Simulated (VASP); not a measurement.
ZrTi2, 3 atoms in the cell. The structure is orthorhombic, space group Cmmm (No. 65). Conventional cell: a = 4.724 Å, b = 8.183 Å, c = 3.003 Å, α = 90.00°, β = 90.00°, γ = 90.00°. Zr (site symmetry mmm) has 2 Zr at 3.00 Å and 12 Ti at 3.01 to 3.33 Å within 4.0 Å. Ti (site symmetry m2m) has 5 Ti at 2.24 to 3.00 Å and 4 Zr at 3.01 Å within 3.1 Å.  This cell differs from its parent crystal: shortest bond scaled by 0.82.

```yaml
Program: VASP 6.6.1
Task: single point
Functional: PBEsol
Potentials_or_basis: VASP PAW PBE potentials, release 64 (Zr_sv, Ti_sv)
Cutoff: 520 eV
k_mesh: 7 × 7 × 10
Occupations: fermi-dirac, width 0.05 eV
Spin: no spin polarisation
Dipole_correction: no
Further_INCAR_settings: ALGO = Normal; EDIFF = 1e-06; NBANDS = 25
```

Potentials or basis: VASP PAW PBE potentials, release 64 (Zr_sv, Ti_sv).

Run with:

```console
$ cat potpaw_PBE.64/Zr_sv/POTCAR potpaw_PBE.64/Ti_sv/POTCAR > POTCAR
$ mpirun -np 1 vasp_std > vasp.out
```

Hardware: 1 thread of Intel Xeon 8259CL, with other jobs on the host.

Question: How long does it take, and how much memory?

Answer: Wall time 4.9 min on 1 thread of Intel Xeon 8259CL, with other jobs on the host, peak memory 0.24 GiB. Counts: scf iterations 15, k points 96.
